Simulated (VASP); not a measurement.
# ZnO (P6_3mc) in VASP: relaxation of the atoms with PBE

Aim: the relaxation of the atoms of ZnO with PBE.

Program: VASP 6.6.1. These are calculated values, not measurements. Logs are shortened: lines on timing, memory, paths and dates and some standing lists are left out, and cuts for length are marked.

### Step 1. The cell of the first run

It takes space group P6_3mc (No. 186, hexagonal). The conventional cell has a = 3.271 Å, b = 3.271 Å, c = 5.238 Å, α = 90.00°, β = 90.00°, γ = 120.00°. Within 2.6 Å of Zn (site symmetry 3m) lie 4 O at 1.99 to 2.00 Å. O (site symmetry 3m) has 4 Zn at 1.99 to 2.00 Å within 2.6 Å.

### Step 2. Relaxation of the atoms, PBE (12.13 Å³/atom)

INCAR

```
SYSTEM = ZnO
  ALGO = Normal
  EDIFF = 1E-7
  EDIFFG = -0.02
  ENCUT = 520
  GGA = PE
  GGA_COMPAT = .False.
  IBRION = 2
  ISIF = 2
  ISMEAR = -1
  LASPH = .True.
  LCHARG = .False.
  LREAL = .False.
  LWAVE = .False.
  NELM = 120
  NELMIN = 4
  NSW = 80
  PREC = Accurate
  SIGMA = 0.02
```

KPOINTS

```
k-points
0
Gamma
  11 11 6
  0 0 0
```

POSCAR

```
ZnO
1.0
    3.2709198325      0.0000000000      0.0000000000
   -1.6354599162      2.8326996687      0.0000000000
    0.0000000000      0.0000000000      5.2382632560
Zn O
2 2
Direct
    0.3333333333      0.6666666667      0.0004799578
    0.6666666667      0.3333333333      0.5004799578
    0.3333333333      0.6666666667      0.3816200422
    0.6666666667      0.3333333333      0.8816200422
```

Potentials or basis: VASP PAW PBE potentials, release 64 (Zn, O).

Run with:

```sh
cat potpaw_PBE.64/Zn/POTCAR potpaw_PBE.64/O/POTCAR > POTCAR
mpirun -np 1 vasp_std > vasp.out
```

OUTCAR:

```text
SYSTEM = ZnO
   EDIFF = 1E-7
   EDIFFG = -0.02
   ENCUT = 520
   GGA = PE
   IBRION = 2
   ISIF = 2
   ISMEAR = -1
   LASPH = .True.
   LREAL = .False.
   NELM = 120
   NELMIN = 4
   NSW = 80
   PREC = Accurate

 ion  position               nearest neighbor table
   1  0.333  0.667  0.000-   4 1.99   4 1.99   4 1.99   3 2.00
   2  0.667  0.333  0.500-   3 1.99   3 1.99   3 1.99   4 2.00
   3  0.333  0.667  0.382-   2 1.99   2 1.99   2 1.99   1 2.00
   4  0.667  0.333  0.882-   1 1.99   1 1.99   1 1.99   2 2.00

  LATTYP: Found a hexagonal cell.
 ALAT       =     3.2709198325
 C/A-ratio  =     1.6014648858

  Lattice vectors:

 A1 = (   3.2709198325,   0.0000000000,   0.0000000000)
 A2 = (  -1.6354599162,   2.8326996687,   0.0000000000)
 A3 = (   0.0000000000,   0.0000000000,   5.2382632560)

Analysis of symmetry for initial positions (statically):
=====================================================================
 Subroutine PRICEL returns:
 Original cell was already a primitive cell.

 Routine SETGRP: Setting up the symmetry group for a
 hexagonal supercell.

 Subroutine GETGRP returns: Found 12 space group operations
 (whereof  6 operations were pure point group operations)
 out of a pool of 24 trial point group operations.

The static configuration has the point symmetry C_3v.
 The point group associated with its full space group is C_6v.

Analysis of symmetry for dynamics (positions and initial velocities):
=====================================================================
 Subroutine PRICEL returns:
 Original cell was already a primitive cell.

 Routine SETGRP: Setting up the symmetry group for a
 hexagonal supercell.

 Subroutine GETGRP returns: Found 12 space group operations
 (whereof  6 operations were pure point group operations)
 out of a pool of 24 trial point group operations.

The dynamic configuration has the point symmetry C_3v.
 The point group associated with its full space group is C_6v.

 Subroutine INISYM returns: Found 12 space group operations
 (whereof  6 operations are pure point group operations),
 and found     1 'primitive' translations

----------------------------------------------------------------------------------------

                                     Primitive cell

  volume of cell :      48.5353

  direct lattice vectors                    reciprocal lattice vectors
     3.270919833  0.000000000  0.000000000     0.305724399  0.176510064  0.000000000
    -1.635459916  2.832699669  0.000000000     0.000000000  0.353020128  0.000000000
     0.000000000  0.000000000  5.238263256     0.000000000  0.000000000  0.190902967

  length of vectors
     3.270919833  3.270919832  5.238263256     0.353020128  0.353020128  0.190902967

  position of ions in fractional coordinates (direct lattice)
     0.333333333  0.666666667  0.000479958
     0.666666667  0.333333333  0.500479958
     0.333333333  0.666666667  0.381620042
     0.666666667  0.333333333  0.881620042

  ion indices of the primitive-cell ions
   primitive index   ion index
                 1           1
                 2           2
                 3           3
                 4           4

----------------------------------------------------------------------------------------

 KPOINTS: k-points

Automatic generation of k-mesh.
 Grid dimensions read from file:
 generate k-points for:   11   11    6

 Generating k-lattice:

  Cartesian coordinates                     Fractional coordinates (reciprocal lattice)
     0.027793127  0.016046369  0.000000000     0.090909091 -0.000000000  0.000000000
     0.000000000  0.032092739  0.000000000     0.000000000  0.090909091  0.000000000
     0.000000000  0.000000000  0.031817161     0.000000000  0.000000000  0.166666667

  Length of vectors
     0.032092739  0.032092739  0.031817161

  Shift w.r.t. Gamma in fractional coordinates (k-lattice)
     0.000000000  0.000000000  0.000000000

 Subroutine IBZKPT returns following result:
 ===========================================

 Found     64 irreducible k-points:

 Following reciprocal coordinates:
            Coordinates               Weight
  0.000000  0.000000  0.000000      1.000000
  0.090909  0.000000  0.000000      6.000000
  0.181818  0.000000  0.000000      6.000000
  0.272727  0.000000  0.000000      6.000000
  0.363636  0.000000  0.000000      6.000000
  0.454545  0.000000  0.000000      6.000000
[... 16 lines left out ...]
  0.090909  0.090909  0.166667     12.000000
  0.181818  0.090909  0.166667     24.000000
 [... further k-points ...]
   k-points           NKPTS =     64   k-points in BZ     NKDIM =     64   number of bands    NBANDS=     22
   number of dos      NEDOS =    301   number of ions     NIONS =      4
   total plane-waves  NPLWV =  23040
   dimension x,y,z NGX =    24 NGY =   24 NGZ =   40
   dimension x,y,z NGXF=    48 NGYF=   48 NGZF=   80
   ions per type =               2   2
   NGX,Y,Z   is equivalent  to a cutoff of  12.20, 12.20, 12.69 a.u.
   NGXF,Y,Z  is equivalent  to a cutoff of  24.40, 24.40, 25.39 a.u.
 SYSTEM =  ZnO
   PREC   = accura    normal or accurate (medium, high low for compatibility)
   ISTART =      0    job   : 0-new  1-cont  2-samecut
   ICHARG =      2    charge: 1-file 2-atom 10-const
   ISPIN  =      1    spin polarized calculation?
   LNONCOLLINEAR =      F non collinear calculations
   LSORBIT =      F    spin-orbit coupling
   LASPH  =      T    aspherical Exc in radial PAW
   ENCUT  =  520.0 eV  38.22 Ry    6.18 a.u.   6.08  6.08  9.74*2*pi/ulx,y,z
   NELM   =    120;   NELMIN=  4; NELMDL= -5     # of ELM steps
   EDIFF  = 0.1E-06   stopping-criterion for ELM
   LREAL  =      F    real-space projection
   EDIFFG = -.2E-01   stopping-criterion for IOM
   NSW    =     80    number of steps for IOM
   IBRION =      2    ionic relax: 0-MD 1-quasi-New 2-CG
   NFREE  =      1    steps in history (QN), initial steepest desc. (CG)
   ISIF   =      2    stress and relaxation
   ISYM   =      2    0-nonsym 1-usesym 2-fastsym
   POTIM  = 0.5000    time-step for ionic-motion
   TEBEG  =    0.0;   TEEND  =   0.0 temperature during run
   PSTRESS=    0.0 pullay stress
   NELECT =      36.0000    total number of electrons
   NUPDOWN=      -1.0000    fix difference up-down
   EMIN   =  10.00;   EMAX   =-10.00  energy-range for DOS
   EFERMI =   0.00;   METHOD = LEGACY
   ISMEAR =    -1;   SIGMA  =   0.02  broadening in eV -4-tet -1-fermi 0-gaus
   EFERMI_NEDOS =   21; number of points for ismear=-14 and -15
   IALGO  =     38    algorithm
   IMIX   =      4    mixing-type and parameters
     AMIX     =   0.40;   BMIX     =  1.00
     AMIX_MAG =   1.60;   BMIX_MAG =  1.00
  volume/ion in A,a.u.               =      12.13        81.88
  Fermi-wavevector in a.u.,A,eV,Ry     =   1.481914  2.800412 29.879345  2.196070
  Thomas-Fermi vector in A             =   2.595765
   LORBIT       =      0    0 simple, 1 ext, 2 COOP (PROOUT), +10 PAW based schemes
   GGA     = PE    functional components
   LHFCALC =     F    Hartree Fock is set to
   AEXX    =    0.0000 exact exchange contribution
   IVDW    =     0    specifies the selected vdW correction
   LEPSILON=     F    determine dielectric tensor
   LRPA    =     F    only Hartree local field effects (RPA)
 conjugate gradient relaxation of ions
 non-spin polarized calculation
  energy-cutoff  :      520.00
  volume of cell :       48.54
 maximum number of plane-waves:      1326
   NGX = 13   NGY = 13   NGZ = 19

 number of electron      36.0000021 magnetization

 Free energy of the ion-electron system (eV)
  ---------------------------------------------------
  ext. energy  EPLUGINS =         0.00000000
  ---------------------------------------------------
  free energy    TOTEN  =       -17.85000980 eV

  energy without entropy =      -17.85000980  energy(sigma->0) =      -17.85000980

 E-fermi :   1.4177     XC(G=0): -10.8078

 val. band max:        1.0279580726   @ k =   0.0000   0.0000   0.0000
 cond. band min:       1.7888574664   @ k =   0.0000   0.0000   0.0000
 fundamental gap:      0.7608993938
 Fermi energy:         1.4177067295

 k-point     1 :       0.0000    0.0000    0.0000
  band No.  band energies     occupation
      1     -16.9070      2.00000
      2     -16.2065      2.00000
      3      -4.5793      2.00000
      4      -4.5793      2.00000
      5      -4.5110      2.00000
      6      -4.4364      2.00000
[... 14 lines left out ...]
     21       9.2180      0.00000
     22      13.7697      0.00000

 k-point     2 :       0.0909    0.0000    0.0000
  band No.  band energies     occupation
      1     -16.8632      2.00000
      2     -16.1874      2.00000
      3      -4.6285      2.00000
      4      -4.5530      2.00000
      5      -4.4832      2.00000
      6      -4.4097      2.00000
[... 14 lines left out ...]
     21       9.2152      0.00000
     22      12.9217      0.00000

 k-point     3 :       0.1818    0.0000    0.0000
  band No.  band energies     occupation
      1     -16.7420      2.00000
      2     -16.1380      2.00000
      3      -4.7370      2.00000
      4      -4.4855      2.00000
      5      -4.4627      2.00000
      6      -4.3757      2.00000
[... 14 lines left out ...]
     21       9.1983      0.00000
     22      11.5179      0.00000

 k-point     4 :       0.2727    0.0000    0.0000
  band No.  band energies     occupation
      1     -16.5714      2.00000
      2     -16.0801      2.00000
      3      -4.8322      2.00000
      4      -4.4911      2.00000
      5      -4.4076      2.00000
      6      -4.2605      2.00000
[... 14 lines left out ...]
     21       9.1193      0.00000
     22      10.3083      0.00000

 k-point     5 :       0.3636    0.0000    0.0000
  band No.  band energies     occupation
      1     -16.3952      2.00000
      2     -16.0407      2.00000
      3      -4.8507      2.00000
      4      -4.5259      2.00000
      5      -4.3511      2.00000
      6      -4.1107      2.00000
[... 417 lines left out ...]
 k-point    22 :       0.4545    0.0000    0.1667
  band No.  band energies     occupation
      1     -16.2527      2.00000
      2     -16.0482      2.00000
      3      -4.8411      2.00000
      4      -4.6646      2.00000
      5      -4.2998      2.00000
      6      -4.0106      2.00000
[... 14 lines left out ...]
     21       8.8610      0.00000
     22       9.4292      0.00000

 k-point    23 :       0.0909    0.0909    0.1667
  band No.  band energies     occupation
      1     -16.7401      2.00000
      2     -16.1964      2.00000
      3      -4.7177      2.00000
      4      -4.5796      2.00000
      5      -4.4699      2.00000
      6      -4.4569      2.00000
[... 14 lines left out ...]
     21       9.4211      0.00000
     22      11.9953      0.00000

 k-point    24 :       0.1818    0.0909    0.1667
  band No.  band energies     occupation
      1     -16.5990      2.00000
      2     -16.1354      2.00000
      3      -4.8011      2.00000
      4      -4.5858      2.00000
      5      -4.4236      2.00000
      6      -4.3577      2.00000
[... 14 lines left out ...]
     21       9.4207      0.00000
     22      10.8674      0.00000

 [... further k-points ...]
[... 5 lines left out ...]
  --------------------------------------------------------------------------------------
  -------------------------------------------------------------------------------------
  Total        0.8559156      0.8559156      1.0921523      0.0000000     -0.0000000     -0.0000000
  in kB       28.2542508     28.2542508     36.0525553      0.0000000     -0.0000000     -0.0000000
  external PRESSURE =      30.8536856 kB  Pullay stress =       0.0000000 kB

 VOLUME and BASIS-vectors are now :
 -----------------------------------------------------------------------------
  energy-cutoff  :      520.00
  volume of cell :       48.54
      direct lattice vectors                 reciprocal lattice vectors
     3.270919833  0.000000000  0.000000000     0.305724399  0.176510064  0.000000000
    -1.635459916  2.832699669  0.000000000     0.000000000  0.353020128  0.000000000
     0.000000000  0.000000000  5.238263256     0.000000000  0.000000000  0.190902967

 POSITION                                       TOTAL-FORCE (eV/Angst)
 -----------------------------------------------------------------------------------
     -0.00000      1.88847      0.00251        -0.000000      0.000000      0.001513
      1.63546      0.94423      2.62165        -0.000000      0.000000      0.001513
     -0.00000      1.88847      1.99903        -0.000000      0.000000     -0.001513
      1.63546      0.94423      4.61816         0.000000     -0.000000     -0.001513
 -----------------------------------------------------------------------------------
    total drift:                               -0.000001     -0.000001     -0.000233

  FREE ENERGIE OF THE ION-ELECTRON SYSTEM (eV)
  ---------------------------------------------------
  free  energy   TOTEN  =       -17.8500098041 eV

  energy  without entropy=      -17.8500098041  energy(sigma->0) =      -17.85000980

 reached required accuracy - stopping structural energy minimisation
```

It took 81 s on 1 thread of AMD EPYC 7R43 (Zen 3), shared host; peak memory 0.16 GiB.

Results:

| Item | Value |
| --- | --- |
| Free energy | -17.8500 eV |
| Pressure after relaxing | 3.1 GPa |
| Band gap on the k mesh | 0.76 eV |

Final structure:
```
Zn O
1.0
     3.27092    0.00000    0.00000
    -1.63546    2.83270    0.00000
     0.00000    0.00000    5.23826
Zn O
2 2
Direct
  0.33333 0.66667 0.00048
  0.66667 0.33333 0.50048
  0.33333 0.66667 0.38162
  0.66667 0.33333 0.88162
```

Caveat: semilocal functionals underestimate gaps, and a narrow one can read as zero.
